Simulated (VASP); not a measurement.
Cr, 1 atom in the cell. Symmetry: Pm-3m, No. 221, cubic system. Conventional cell: a = 2.272 Å, b = 2.272 Å, c = 2.272 Å, α = 90.00°, β = 90.00°, γ = 90.00°. Within 3.0 Å of Cr (site symmetry m-3m) lie 6 Cr at 2.27 Å. 

| Item | Value |
| --- | --- |
| Program | VASP 6.6.1 |
| Task | single point |
| Functional | PBE |
| Potentials or basis | VASP PAW PBE potentials, release 64 (Cr_pv) |
| Cutoff | 520 eV |
| k mesh | 9 × 9 × 9 |
| Occupations | fermi-dirac, width 0.05 eV |
| Spin | collinear spin, ferromagnetic start |
| Starting moments | [3.0] μB |
| Dipole correction | no |
| Further INCAR settings | ALGO = Normal; EDIFF = 1e-07; NBANDS = 16 |

Potentials or basis: VASP PAW PBE potentials, release 64 (Cr_pv).

The run is started by

```bash
$ cat potpaw_PBE.64/Cr_pv/POTCAR > POTCAR
$ mpirun -np 1 vasp_std > vasp.out
```

Hardware: 1 thread of Intel(R) Xeon(R) 6975P-C (Granite Rapids), with other jobs on the host.

How long does it take, and how much memory?

It took 6.7 s on 1 thread of Intel(R) Xeon(R) 6975P-C (Granite Rapids) (shared host), peak memory 0.12 GiB. Counts: scf iterations 16, k points 35.
